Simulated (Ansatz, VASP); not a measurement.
**One calculation of PbS, two programs**

File INCAR:

```
SYSTEM = PbS
ALGO     = Normal         ! electronic algorithm
EDIFF    = 1E-7           ! SCF threshold, eV
ENCUT    = 520            ! plane-wave cutoff, eV
GGA      = PE             ! functional
ISIF     = 2              ! what is computed and relaxed
ISMEAR   = 0              ! smearing method
IVDW     = 12             ! dispersion correction
LASPH    = .TRUE.         ! aspherical terms in the spheres
LCHARG   = .TRUE.         ! write CHGCAR
LELF     = .TRUE.         ! ELF
LREAL    = .FALSE.        ! projectors in reciprocal space
LVHAR    = .TRUE.       
LWAVE    = .FALSE.        ! write WAVECAR
NBANDS   = 17             ! bands
NELM     = 60             ! most SCF steps
PREC     = Accurate       ! precision mode
SIGMA    = 0.03           ! smearing width, eV
```

KPOINTS

```
k-points
0
G
  10 10 10
  0 0 0
```

File POSCAR:

```
PbS
1.0
    0.0000000000      2.8167500000      2.8167500000
    2.8167500000      0.0000000000      2.8167500000
    2.8167500000      2.8167500000      0.0000000000
Pb S
1 1
Direct
    0.0000000000      0.0000000000      0.0000000000
    0.5000000000      0.5000000000      0.5000000000
```

Input for Ansatz:

```yaml
crystal:
  lattice:
    - [0.0, 2.81675, 2.81675]
    - [2.81675, 0.0, 2.81675]
    - [2.81675, 2.81675, 0.0]
  atoms:
    - { symbol: Pb, position: [0.0, 0.0, 0.0] }
    - { symbol: S, position: [0.5, 0.5, 0.5] }
basis:
  ecutwfc: 420
kpoints:
  mp_grid: { grid: [10, 10, 10] }
hamiltonian:
  xc: pbe
  dispersion: d3bj
scf:
  occupations: { method: gaussian, width: 0.03 }
output:
  forces: true
  stress: true
  eigenvalues: true
```

Change from the starting cell: strain -0.050 along x and y, -0.050 along z, atoms carried along.

Alike in both runs: task single point; functional PBE; dispersion D3(BJ); k mesh 10 × 10 × 10; occupations gaussian, width 0.03 eV; no spin polarisation.

|  | VASP | Ansatz |
| --- | --- | --- |
| version | VASP 6.6.1 | Ansatz 0.2.0 |
| potentials or method | VASP PAW PBE potentials, release 64 (Pb_d, S), cutoff 520 eV | scalar-relativistic, plane waves, PAW |
| valence electrons in the cell | 20 | 20 |

Ansatz gave:

- gap on the k mesh at the Fermi level (eV): 0.36
- least direct gap on the mesh (eV): 0.36
- pressure (GPa): 12.3

Problem. Estimate VASP's values.

Solution. gap on the k mesh at the Fermi level (eV): 0.35; least direct gap on the mesh (eV): 0.35; pressure (GPa): 12.3.

Spin-orbit coupling is off throughout.
